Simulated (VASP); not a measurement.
A run of VASP 6.6.1 is set up as follows.

File INCAR:

```
SYSTEM = Ge
ALGO = Normal
EDIFF = 1E-7
ENCUT = 520
GGA = RP
ISIF = 2
ISMEAR = -1
IVDW = 12
LASPH = .True.
LCHARG = .True.
LELF = .True.
LREAL = .False.
LVHAR = .True.
LWAVE = .False.
NBANDS = 21
NELM = 80
PREC = Accurate
SIGMA = 0.05
```

Contents of KPOINTS:

```
k-points
0
Gamma
  10 10 6
  0 0 0
```

The input POSCAR:

```
Ge
1.0
    1.3688632535     -2.4488336504      0.0000000000
    1.3688632535      2.4488336504      0.0000000000
    0.0000000000      0.0000000000      4.5817071407
Ge
2
Direct
    0.3481999994      0.6518000006      0.2500000000
    0.6518000006      0.3481999994      0.7500000000
```

Potentials or basis: VASP PAW PBE potentials, release 64 (Ge_d).

Launch:

```bash
$ cat potpaw_PBE.64/Ge_d/POTCAR > POTCAR
$ mpirun -np 1 vasp_std > vasp.out
```

Predict the band gap on the k mesh.

zero (band 14 reaches 17.38 eV, above the bottom of band 15 at 6.64 eV).

What does it give for the dispersion energy per atom?

-2.254 eV.

Estimate the pressure.

0.1 GPa.

Caveat: the PAW data sets were made with another functional, which shifts forces and pressure a little; pairwise dispersion overbinds metals, which lowers pressure and volume.
